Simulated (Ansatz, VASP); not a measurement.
# CdS: VASP beside Ansatz

```
Cd S
1.0
     0.00000    2.94347    2.94347
     2.94347    0.00000    2.94347
     2.94347    2.94347    0.00000
Cd S
1 1
Direct
  0.00000 0.00000 0.00000
  0.75000 0.75000 0.75000
```

Alike in both runs: task single point; functional PBE; k mesh 10 × 10 × 10; occupations gaussian, width 0.05 eV; no spin polarisation.

|  | VASP | Ansatz |
| --- | --- | --- |
| version | VASP 6.6.1 | Ansatz 0.2.0 |
| potentials or method | VASP PAW PBE potentials, release 64 (Cd, S), cutoff 520 eV | scalar-relativistic, plane waves, PAW |
| valence electrons in the cell | 18 | 26 |

Ansatz gave:

| Property | Result |
| --- | --- |
| gap on the k mesh at the Fermi level (eV) | 1.09 |
| least direct gap on the mesh (eV) | 1.09 |
| pressure (GPa) | 1.1 |

Problem. Which values does VASP return?

Solution. gap on the k mesh at the Fermi level (eV): 1.09; least direct gap on the mesh (eV): 1.09; pressure (GPa): 1.4.

VASP's potentials hold 18 valence electrons a cell and Ansatz's 26, so a difference there can come from the potentials and not from the codes.
